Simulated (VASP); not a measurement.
Runs of VASP 6.6.1 on CdS. The structure is that of space group Fm-3m (No. 225), or close to it. The cells are those of the table. 

```csv
task,level,potentials or basis,cell,k mesh,cutoff (eV),smearing,gap on the mesh (eV),pressure (GPa)
single point,PBEsol,"VASP PAW PBE potentials, release 64 (Cd, S)","a = 3.817 Å, angles 60.0°, 2 atoms",8 × 8 × 8,520,fermi-dirac 0.02 eV,0.12,0.5
single point,PBE,"VASP PAW PBE potentials, release 64 (Cd, S)","a = 3.856 Å, angles 60.0°, 2 atoms",4 × 4 × 4,520,gaussian 0.01 eV,0.21,(b)
single point,LDA,"VASP PAW LDA potentials, release 64 (Cd, S)","a = 3.776 Å, angles 60.0°, 2 atoms",8 × 8 × 8,520,fermi-dirac 0.02 eV,(a),0.8
dielectric tensor,PBE,"VASP PAW PBE potentials, release 64 (Cd, S)","a = 3.856 Å, angles 60.0°, 2 atoms",6 × 6 × 6,520,gaussian 0.01 eV,0.25,-
relaxation of cell and atoms,PBEsol,"VASP PAW PBE potentials, release 64 (Cd, S)","relaxed from a = 3.885 Å, angles 60.0°, 2 atoms",8 × 8 × 8,600,fermi-dirac 0.02 eV,0.12,0.0
```

Alike in all rows: no spin polarisation.

Q: Estimate the missing entries.

A: (a) none; (b) 2.6.

Caveats: some runs use coarse meshes; the PAW data sets were made with another functional, which shifts forces and pressure a little (some runs); the gap is small at this level, which inflates the dielectric constant (some runs).

A k mesh can miss the band edges, and the runs leave out spin-orbit coupling on Cd.
